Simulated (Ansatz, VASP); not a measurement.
Two plane-wave programs on ZnS

```xyz
4
Lattice="3.7714 0.0000 0.0000 -1.8857 3.2661 0.0000 0.0000 0.0000 6.9910" Properties=species:S:1:pos:R:3 pbc="T T T"
Zn    0.0000    2.1774    0.0380
Zn    1.8857    1.0887    3.5335
S     0.0000    2.1774    2.6535
S     1.8857    1.0887    6.1490
```

Alike in both runs: task single point; functional PBEsol; k mesh 9 × 9 × 6; occupations gaussian, width 0.05 eV; no spin polarisation.

|  | VASP | Ansatz |
| --- | --- | --- |
| version | VASP 6.6.1 | Ansatz 0.2.0 |
| potentials or method | VASP PAW PBE potentials, release 64 (Zn, S), cutoff 520 eV | scalar-relativistic, plane waves, PAW |
| valence electrons in the cell | 36 | 36 |

|  | VASP | Ansatz | Ansatz less VASP |
| --- | --- | --- | --- |
| gap on the k mesh at the Fermi level (eV) | 1.31 | 1.31 | +0.003 |
| least direct gap on the mesh (eV) | 1.31 | 1.31 | +0.003 |
| pressure (GPa) | -5.5 | -5.7 | -0.13 |
| traceless stress, the component that is largest in VASP (GPa) | -6.77 | -6.72 | +0.050 |
| rms of the force components (eV/Å) | 0.028 | 0.023 | -0.0045 |

VASP's potentials were made for PBE, not for PBEsol. Atom by atom the forces differ by 0.005 eV/Å (rms over components).
